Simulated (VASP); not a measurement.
## Te: single point with BLYP

Te:

```
CELL_PARAMETERS angstrom
5.31221 0.00000 0.00000
-2.65610 4.60051 0.00000
0.00000 0.00000 5.90384
ATOMIC_POSITIONS crystal
Te 0.22047 0.00000 0.33333
Te 0.00000 0.22047 0.66667
Te 0.77953 0.77953 0.00000
```

| Quantity | Value |
| --- | --- |
| Program | VASP 6.6.1 |
| Task | single point |
| Functional | BLYP |
| Potentials or basis | VASP PAW PBE potentials, release 64 (Te) |
| Cutoff | 520 eV |
| k mesh | 7 × 7 × 5 |
| Occupations | fermi-dirac, width 0.05 eV |
| Spin | no spin polarisation |
| Dipole correction | no |
| Further INCAR settings | ALGO = Normal; EDIFF = 1e-07; NBANDS = 16 |

```
Pressure               : 0.2 GPa
Largest force          : 0.071 eV/Å
Band gap on the k mesh : 1.14 eV (least direct gap 1.22 eV)
```

Forces on the atoms (eV/Å):
```
Te   0.071  0.000  0.000
Te  -0.036  0.062  0.000
Te  -0.036 -0.062  0.000
```

Stress tensor (GPa, compression positive):
```
0.13 0.00 0.00
0.00 0.13 0.00
0.00 0.00 0.21
```

Levels at points of the mesh, in eV from the valence-band top:
| k point | band 6 | band 7 | band 8 | band 9 | band 10 | band 11 | band 12 | band 13 |
| --- | --- | --- | --- | --- | --- | --- | --- | --- |
| (0.00, 0.00, 0.00) | -2.52 | -1.24 | -1.24 | -0.19 | 1.55 | 1.55 | 1.88 | 5.01 |

Run time: 59 s on 1 thread of Intel(R) Xeon(R) 6975P-C (Granite Rapids), on a shared host, peak memory 0.28 GiB.

Caveat: the PAW data sets were made with another functional, which shifts forces and pressure a little; spin-orbit coupling is left out, which moves the levels of the heavy elements. A k mesh can miss the band edges.
